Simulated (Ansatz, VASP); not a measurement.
# Two plane-wave programs on Ta4GeIr

```
Ta Ge Ir
1.0
     3.64841    0.00000    0.00000
    -1.82421    3.15962    0.00000
     0.00000    0.00000    7.41654
Ta Ge Ir
4 1 1
Direct
  0.33333 0.66667 0.75959
  0.33333 0.66667 0.24041
  0.66667 0.33333 0.75959
  0.66667 0.33333 0.24041
  0.00000 0.00000 0.50000
  0.00000 0.00000 0.00000
```

Change from the starting cell: species swapped into the TiCrB4 type (P6/mmm, No. 191).

Alike in both runs: task single point; functional PBE; k mesh 6 × 6 × 4; occupations gaussian, width 0.1 eV; no spin polarisation.

```csv
,VASP,Ansatz
version,VASP 6.6.1,Ansatz 0.2.0
potentials or method,"VASP PAW PBE potentials, release 64 (Ta_pv, Ge_d, Ir), cutoff 520 eV","scalar-relativistic, plane waves, PAW"
valence electrons in the cell,67,83
```

VASP gave:

- gap on the k mesh at the Fermi level (eV): none
- rms of the force components (eV/Å): 0.153

Problem. What did Ansatz give for the same quantities?

Solution. gap on the k mesh at the Fermi level (eV): none; rms of the force components (eV/Å): 0.143.

Atom by atom the forces differ by 0.009 eV/Å (rms over components). A gap of «none» marks a metal or a gap that the smearing closes. VASP's potentials hold 67 valence electrons a cell and Ansatz's 83, so a difference there can come from the potentials and not from the codes.

Spin-orbit coupling is off throughout.
